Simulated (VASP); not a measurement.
Here is a VASP 6.6.1 calculation.

The input INCAR:

```
SYSTEM = Ge
ALGO = Normal
EDIFF = 1E-6
EDIFFG = -0.002
ENCUT = 600
IBRION = 2
ISIF = 3
ISMEAR = 0
LASPH = .True.
LCHARG = .False.
LREAL = .False.
LWAVE = .False.
NELM = 100
NSW = 100
PREC = Accurate
SIGMA = 0.1
```

File KPOINTS:

```
k-points
0
Gamma
  14 14 14
  0 0 0
```

File POSCAR:

```
Ge
1.0
    0.0000000000      2.8287700000      2.8287700000
    2.8287700000      0.0000000000      2.8287700000
    2.8287700000      2.8287700000      0.0000000000
Ge
2
Direct
    0.5000000000      0.5000000000      0.5000000000
    0.7500000000      0.7500000000      0.7500000000
```

Potentials or basis: VASP PAW LDA potentials, release 64 (Ge_d).

Launch:

```console
$ cat potpaw_LDA.64/Ge_d/POTCAR > POTCAR
$ mpirun -np 1 vasp_std > vasp.out
```

Q: What does it give for the space group after relaxing (to 0.1 Å)?

A: Fd-3m (No. 227).

Q: What does it give for the relaxed volume?

A: 22.25 Å³/atom.

Final structure:
```cif
data_structure
_symmetry_space_group_name_H-M 'P 1'
_symmetry_Int_Tables_number 1
_cell_length_a 3.9774
_cell_length_b 3.9774
_cell_length_c 3.9774
_cell_angle_alpha 60.000
_cell_angle_beta 60.000
_cell_angle_gamma 60.000
_cell_volume 44.49
loop_
_atom_site_label
_atom_site_type_symbol
_atom_site_fract_x
_atom_site_fract_y
_atom_site_fract_z
_atom_site_occupancy
Ge1 Ge 0.50000 0.50000 0.50000 1
Ge2 Ge 0.75000 0.75000 0.75000 1
```

LDA usually gives volumes a few per cent too small. Zero-point motion and thermal expansion aren't in these numbers.
